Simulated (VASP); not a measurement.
# CdTe (Cmcm) in VASP: single point with PBE

Aim: the single point of CdTe with PBE.

All numbers are computed with VASP 6.6.1; they aren't measurements. Logs are shortened: lines on timing, memory, paths and dates and some standing lists are left out, and cuts for length are marked.

### 1 The cell of the first run

It takes space group Cmcm (No. 63, orthorhombic). Conventional cell: a = 5.653 Å, b = 6.099 Å, c = 5.226 Å, α = 90.00°, β = 90.00°, γ = 90.00°. Within 3.7 Å of Cd (site symmetry m2m) lie 6 Te at 2.83 to 3.26 Å and 2 Cd at 3.12 Å. Within 3.7 Å of Te (site symmetry m2m) lie 6 Cd at 2.83 to 3.26 Å and 2 Te at 3.37 Å.

### 2 Single point, PBE

Input file INCAR:

```
ALGO     = Normal         # electronic algorithm
EDIFF    = 1E-7           # SCF threshold, eV
ENCUT    = 520            # plane-wave cutoff, eV
GGA      = PE             # functional
ISIF     = 2              # what is computed and relaxed
ISMEAR   = 0              # smearing method
LASPH    = T              # aspherical terms in the spheres
LCHARG   = F              # write CHGCAR
LREAL    = F              # projectors in reciprocal space
LWAVE    = F              # write WAVECAR
NBANDS   = 26             # bands
NELM     = 100            # most SCF steps
PREC     = Accurate       # precision mode
SIGMA    = 0.08           # smearing width, eV
```

Input file KPOINTS:

```
k-points
0
Gamma
  12 12 10
```

Input file POSCAR:

```
CdTe
1.0
    2.8266063891     -3.0496771807      0.0000000000
    2.8266063891      3.0496771807      0.0000000000
    0.0000000000      0.0000000000      5.2255611002
Cd Te
2 2
Direct
    0.3608000379      0.6391999621      0.2500000000
    0.6391999621      0.3608000379      0.7500000000
    0.8260878462      0.1739121538      0.2500000000
    0.1739121538      0.8260878462      0.7500000000
```

Potentials or basis: VASP PAW PBE potentials, release 64 (Cd, Te).

The run is started by

```
cat potpaw_PBE.64/Cd/POTCAR potpaw_PBE.64/Te/POTCAR > POTCAR
mpirun -np 1 vasp_std > vasp.out
```

OUTCAR:

```text
EDIFF = 1E-7
   ENCUT = 520
   GGA = PE
   ISIF = 2
   ISMEAR = 0
   LASPH = T
   LREAL = F
   NELM = 100
   PREC = Accurate

 ion  position               nearest neighbor table
   1  0.361  0.639  0.250-   3 2.83   3 2.83   3 2.84   4 2.85   4 2.85   2 3.12   2 3.12   3 3.26

   2  0.639  0.361  0.750-   4 2.83   4 2.83   4 2.84   3 2.85   3 2.85   1 3.12   1 3.12   4 3.26

   3  0.826  0.174  0.250-   1 2.83   1 2.83   1 2.84   2 2.85   2 2.85   1 3.26   4 3.37   4 3.37

   4  0.174  0.826  0.750-   2 2.83   2 2.83   2 2.84   1 2.85   1 2.85   2 3.26   3 3.37   3 3.37

  LATTYP: Found a base centered orthorhombic cell.
 ALAT       =     5.6532127782
 B/A-ratio  =     1.0789182365
 C/A-ratio  =     0.9243524532

  Lattice vectors:

 A1 = (   2.8266063891,  -3.0496771807,   0.0000000000)
 A2 = (   2.8266063891,   3.0496771807,   0.0000000000)
 A3 = (   0.0000000000,   0.0000000000,   5.2255611002)

Analysis of symmetry for initial positions (statically):
=====================================================================
 Subroutine PRICEL returns:
 Original cell was already a primitive cell.

 Routine SETGRP: Setting up the symmetry group for a
 base centered orthorhombic supercell.

 Subroutine GETGRP returns: Found  8 space group operations
 (whereof  4 operations were pure point group operations)
 out of a pool of  8 trial point group operations.

The static configuration has the point symmetry C_2h.
 The point group associated with its full space group is D_2h.

Analysis of symmetry for dynamics (positions and initial velocities):
=====================================================================
 Subroutine PRICEL returns:
 Original cell was already a primitive cell.

 Routine SETGRP: Setting up the symmetry group for a
 base centered orthorhombic supercell.

 Subroutine GETGRP returns: Found  8 space group operations
 (whereof  4 operations were pure point group operations)
 out of a pool of  8 trial point group operations.

The dynamic configuration has the point symmetry C_2h.
 The point group associated with its full space group is D_2h.

 Subroutine INISYM returns: Found  8 space group operations
 (whereof  4 operations are pure point group operations),
 and found     1 'primitive' translations

----------------------------------------------------------------------------------------

                                     Primitive cell

  volume of cell :      90.0912

  direct lattice vectors                    reciprocal lattice vectors
     2.826606389 -3.049677181  0.000000000     0.176890565 -0.163951779  0.000000000
     2.826606389  3.049677181  0.000000000     0.176890565  0.163951779  0.000000000
     0.000000000  0.000000000  5.225561100     0.000000000  0.000000000  0.191367009

  length of vectors
     4.158152785  4.158152785  5.225561100     0.241185526  0.241185526  0.191367009

  position of ions in fractional coordinates (direct lattice)
     0.360800038  0.639199962  0.250000000
     0.639199962  0.360800038  0.750000000
     0.826087846  0.173912154  0.250000000
     0.173912154  0.826087846  0.750000000

  ion indices of the primitive-cell ions
   primitive index   ion index
                 1           1
                 2           2
                 3           3
                 4           4

----------------------------------------------------------------------------------------

 KPOINTS: k-points

Automatic generation of k-mesh.
 Grid dimensions read from file:
 generate k-points for:   12   12   10

 Generating k-lattice:

  Cartesian coordinates                     Fractional coordinates (reciprocal lattice)
     0.014740880 -0.013662648  0.000000000     0.083333333 -0.000000000  0.000000000
     0.014740880  0.013662648  0.000000000    -0.000000000  0.083333333  0.000000000
     0.000000000  0.000000000  0.019136701     0.000000000  0.000000000  0.100000000

  Length of vectors
     0.020098794  0.020098794  0.019136701

  Shift w.r.t. Gamma in fractional coordinates (k-lattice)
     0.000000000  0.000000000  0.000000000

 Subroutine IBZKPT returns following result:
 ===========================================

 Found    258 irreducible k-points:

 Following reciprocal coordinates:
            Coordinates               Weight
  0.000000  0.000000  0.000000      1.000000
  0.083333  0.000000  0.000000      4.000000
  0.166667  0.000000  0.000000      4.000000
  0.250000  0.000000  0.000000      4.000000
  0.333333  0.000000  0.000000      4.000000
  0.416667  0.000000  0.000000      4.000000
[... 16 lines left out ...]
  0.500000  0.166667  0.000000      4.000000
 -0.416667  0.166667  0.000000      4.000000
 [... further k-points ...]
   k-points           NKPTS =    258   k-points in BZ     NKDIM =    258   number of bands    NBANDS=     26
   number of dos      NEDOS =    301   number of ions     NIONS =      4
   total plane-waves  NPLWV =  40960
   dimension x,y,z NGX =    32 NGY =   32 NGZ =   40
   dimension x,y,z NGXF=    64 NGYF=   64 NGZF=   80
   ions per type =               2   2
   NGX,Y,Z   is equivalent  to a cutoff of  12.79, 12.79, 12.73 a.u.
   NGXF,Y,Z  is equivalent  to a cutoff of  25.59, 25.59, 25.45 a.u.
 SYSTEM =  unknown system
   PREC   = accura    normal or accurate (medium, high low for compatibility)
   ISTART =      0    job   : 0-new  1-cont  2-samecut
   ICHARG =      2    charge: 1-file 2-atom 10-const
   ISPIN  =      1    spin polarized calculation?
   LNONCOLLINEAR =      F non collinear calculations
   LSORBIT =      F    spin-orbit coupling
   LASPH  =      T    aspherical Exc in radial PAW
   ENCUT  =  520.0 eV  38.22 Ry    6.18 a.u.   7.73  7.73  9.72*2*pi/ulx,y,z
   NELM   =    100;   NELMIN=  2; NELMDL= -5     # of ELM steps
   EDIFF  = 0.1E-06   stopping-criterion for ELM
   LREAL  =      F    real-space projection
   EDIFFG = 0.1E-05   stopping-criterion for IOM
   NSW    =      0    number of steps for IOM
   IBRION =     -1    ionic relax: 0-MD 1-quasi-New 2-CG
   NFREE  =      0    steps in history (QN), initial steepest desc. (CG)
   ISIF   =      2    stress and relaxation
   ISYM   =      2    0-nonsym 1-usesym 2-fastsym
   POTIM  = 0.5000    time-step for ionic-motion
   TEBEG  =    0.0;   TEEND  =   0.0 temperature during run
   PSTRESS=    0.0 pullay stress
   NELECT =      36.0000    total number of electrons
   NUPDOWN=      -1.0000    fix difference up-down
   EMIN   =  10.00;   EMAX   =-10.00  energy-range for DOS
   EFERMI =   0.00;   METHOD = LEGACY
   ISMEAR =     0;   SIGMA  =   0.08  broadening in eV -4-tet -1-fermi 0-gaus
   EFERMI_NEDOS =   21; number of points for ismear=-14 and -15
   IALGO  =     38    algorithm
   IMIX   =      4    mixing-type and parameters
     AMIX     =   0.40;   BMIX     =  1.00
     AMIX_MAG =   1.60;   BMIX_MAG =  1.00
  volume/ion in A,a.u.               =      22.52       151.99
  Fermi-wavevector in a.u.,A,eV,Ry     =   1.205818  2.278665 19.782818  1.453996
  Thomas-Fermi vector in A             =   2.341503
   LORBIT       =      0    0 simple, 1 ext, 2 COOP (PROOUT), +10 PAW based schemes
   GGA     = PE    functional components
   LHFCALC =     F    Hartree Fock is set to
   AEXX    =    0.0000 exact exchange contribution
   IVDW    =     0    specifies the selected vdW correction
   LEPSILON=     F    determine dielectric tensor
   LRPA    =     F    only Hartree local field effects (RPA)
 non-spin polarized calculation
 Gauss-broadening in eV      SIGMA  =   0.08
  energy-cutoff  :      520.00
  volume of cell :       90.09
 maximum number of plane-waves:      2456
   NGX = 15   NGY = 15   NGZ = 19

 number of electron      36.0000009 magnetization

 Free energy of the ion-electron system (eV)
  ---------------------------------------------------
  ext. energy  EPLUGINS =         0.00000000
  ---------------------------------------------------
  free energy    TOTEN  =        -7.70150742 eV

  energy without entropy =       -7.69922052  energy(sigma->0) =       -7.70036397

 E-fermi :   6.9466     XC(G=0): -10.8865

 val. band max:        6.9367691124   @ k =  -0.1667   0.0833   0.0000
 cond. band min:       6.9923318881   @ k =   0.2500   0.1667   0.5000
 fundamental gap:      0.0555627756
 Fermi energy:         6.9465872428

 k-point     1 :       0.0000    0.0000    0.0000
  band No.  band energies     occupation
      1      -6.6915      2.00000
      2      -4.7962      2.00000
      3      -2.5265      2.00000
      4      -2.5115      2.00000
      5      -2.3589      2.00000
      6      -2.3451      2.00000
[... 18 lines left out ...]
     25      13.5127      0.00000
     26      14.3534      0.00000

 k-point     2 :       0.0833    0.0000    0.0000
  band No.  band energies     occupation
      1      -6.6438      2.00000
      2      -4.7811      2.00000
      3      -2.5279      2.00000
      4      -2.5271      2.00000
      5      -2.3783      2.00000
      6      -2.3410      2.00000
[... 18 lines left out ...]
     25      13.3802      0.00000
     26      14.8018      0.00000

 k-point     3 :       0.1667    0.0000    0.0000
  band No.  band energies     occupation
      1      -6.5042      2.00000
      2      -4.7434      2.00000
      3      -2.5697      2.00000
      4      -2.5314      2.00000
      5      -2.4066      2.00000
      6      -2.3347      2.00000
[... 18 lines left out ...]
     25      13.3334      0.00000
     26      14.1687      0.00000

 k-point     4 :       0.2500    0.0000    0.0000
  band No.  band energies     occupation
      1      -6.2849      2.00000
      2      -4.7055      2.00000
      3      -2.6240      2.00000
      4      -2.5347      2.00000
      5      -2.4359      2.00000
      6      -2.3451      2.00000
[... 18 lines left out ...]
     25      13.4395      0.00000
     26      13.8555      0.00000

 k-point     5 :       0.3333    0.0000    0.0000
  band No.  band energies     occupation
      1      -6.0129      2.00000
      2      -4.7016      2.00000
      3      -2.6685      2.00000
      4      -2.5344      2.00000
      5      -2.4742      2.00000
      6      -2.4127      2.00000
[... 18 lines left out ...]
     25      13.5506      0.00000
     26      13.6242      0.00000

 k-point     6 :       0.4167    0.0000    0.0000
  band No.  band energies     occupation
      1      -5.7481      2.00000
      2      -4.7532      2.00000
      3      -2.6822      2.00000
      4      -2.5417      2.00000
      5      -2.5264      2.00000
      6      -2.4673      2.00000
[... 427 lines left out ...]
 k-point    21 :       0.3333    0.1667    0.0000
  band No.  band energies     occupation
      1      -5.8660      2.00000
      2      -4.6954      2.00000
      3      -2.5948      2.00000
      4      -2.5842      2.00000
      5      -2.4009      2.00000
      6      -2.3737      2.00000
[... 18 lines left out ...]
     25      14.2910      0.00000
     26      15.0004      0.00000

 k-point    22 :       0.4167    0.1667    0.0000
  band No.  band energies     occupation
      1      -5.6603      2.00000
      2      -4.7799      2.00000
      3      -2.5770      2.00000
      4      -2.5313      2.00000
      5      -2.4467      2.00000
      6      -2.4157      2.00000
[... 18 lines left out ...]
     25      13.8582      0.00000
     26      15.2110      0.00000

 k-point    23 :       0.5000    0.1667    0.0000
  band No.  band energies     occupation
      1      -5.5876      2.00000
      2      -4.8509      2.00000
      3      -2.5557      2.00000
      4      -2.5544      2.00000
      5      -2.4478      2.00000
      6      -2.4430      2.00000
[... 18 lines left out ...]
     25      14.3704      0.00000
     26      15.2053      0.00000

 k-point    24 :      -0.4167    0.1667    0.0000
  band No.  band energies     occupation
      1      -5.7159      2.00000
      2      -4.8387      2.00000
      3      -2.6354      2.00000
      4      -2.5257      2.00000
      5      -2.4482      2.00000
      6      -2.4000      2.00000
[... 18 lines left out ...]
     25      14.2445      0.00000
     26      14.7512      0.00000

 [... further k-points ...]
[... 5 lines left out ...]
  --------------------------------------------------------------------------------------
  -------------------------------------------------------------------------------------
  Total       10.3574612     10.3499508     10.3556426      0.0000000      0.0000000      0.0000000
  in kB      184.1966659    184.0631020    184.1643248      0.0000000      0.0000000      0.0000000
  external PRESSURE =     184.1413642 kB  Pullay stress =       0.0000000 kB

 VOLUME and BASIS-vectors are now :
 -----------------------------------------------------------------------------
  energy-cutoff  :      520.00
  volume of cell :       90.09
      direct lattice vectors                 reciprocal lattice vectors
     2.826606389 -3.049677181  0.000000000     0.176890565 -0.163951779  0.000000000
     2.826606389  3.049677181  0.000000000     0.176890565  0.163951779  0.000000000
     0.000000000  0.000000000  5.225561100     0.000000000  0.000000000  0.191367009

 POSITION                                       TOTAL-FORCE (eV/Angst)
 -----------------------------------------------------------------------------------
      2.82661      0.84903      1.30639         0.000000      0.005712      0.000000
      2.82661     -0.84903      3.91917         0.000000     -0.005712      0.000000
      2.82661     -1.98893      1.30639         0.000000     -0.033436     -0.000000
      2.82661      1.98893      3.91917         0.000000      0.033436     -0.000000
 -----------------------------------------------------------------------------------
    total drift:                                0.000000      0.000000     -0.000000

  FREE ENERGIE OF THE ION-ELECTRON SYSTEM (eV)
  ---------------------------------------------------
  free  energy   TOTEN  =        -7.7015074171 eV

  energy  without entropy=       -7.6992205175  energy(sigma->0) =       -7.70036397
```

Run time: 3.1 min. Hardware: 1 thread of AMD EPYC 9R45 (Zen 5), shared host; peak memory 0.56 GiB.

Results:

| Item | Value |
| --- | --- |
| Free energy | -7.7015 eV |
| Pressure | 18.4 GPa |
| Largest force | 0.033 eV/Å |
| Band gap on the k mesh | zero (bands 18 and 19 overlap by 1.95 eV) |

Forces in eV/Å, atoms in the order of the input:
```
Cd   0.000  0.006  0.000
Cd   0.000 -0.006  0.000
Te   0.000 -0.033  0.000
Te   0.000  0.033  0.000
```

Levels at points of the mesh, in eV from the Fermi level:
```
           k point  band 14  band 15  band 16  band 17  band 18  band 19  band 20  band 21  band 22  band 23
(0.00, 0.00, 0.00)    -3.59    -3.17    -2.39    -1.92     0.07     0.54     0.84     3.73     4.57     5.59
(0.50, 0.00, 0.00)    -3.72    -3.46    -3.01    -1.75    -0.45     1.16     1.89     4.17     4.96     5.00
(0.50, 0.50, 0.00)    -5.96    -3.16    -3.03    -2.48    -2.18    -1.62    -0.08     1.64     3.88     7.75
(0.00, 0.00, 0.50)    -3.69    -2.55    -2.55    -2.36    -2.36     2.16     2.16     3.85     3.85     5.46
(0.50, 0.00, 0.50)    -6.78    -1.11    -1.11    -0.63    -0.63     2.39     2.39     3.46     3.46     4.73
(0.50, 0.50, 0.50)    -5.53    -4.47    -4.47    -4.38    -4.38     2.78     2.78     6.35     6.35     7.41
```

Caveat: the cell stands under pressure; spin-orbit coupling is left out, which moves the levels of the heavy elements.
